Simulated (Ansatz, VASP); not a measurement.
**TlPb2 in VASP and in Ansatz**

```xyz
3
Lattice="-2.0742 2.0742 5.0883 2.0742 -2.0742 5.0883 2.0742 2.0742 -5.0883" Properties=species:S:1:pos:R:3 pbc="T T T"
Tl    0.0000    0.0000    0.0000
Pb    0.0000    0.0000    6.7674
Pb    0.0000    0.0000    3.4091
```

Alike in both runs: task single point; functional PBE; k mesh 6 × 6 × 6; occupations gaussian, width 0.1 eV; no spin polarisation.

|  | VASP | Ansatz |
| --- | --- | --- |
| version | VASP 6.6.1 | Ansatz 0.2.0 |
| potentials or method | VASP PAW PBE potentials, release 64 (Tl_d, Pb_d), cutoff 520 eV | scalar-relativistic, plane waves, PAW |
| valence electrons in the cell | 41 | 41 |

|  | VASP | Ansatz | Ansatz less VASP |
| --- | --- | --- | --- |
| gap on the k mesh at the Fermi level (eV) | none | none | - |
| pressure (GPa) | 3.7 | 3.7 | +0.06 |
| traceless stress, the component that is largest in VASP (GPa) | 1.33 | 1.33 | -0.001 |
| rms of the force components (eV/Å) | 0.102 | 0.102 | +0.0003 |

Atom by atom the forces differ by 0.000 eV/Å (rms over components). A gap of «none» marks a metal or a gap that the smearing closes.

Spin-orbit coupling is off throughout.
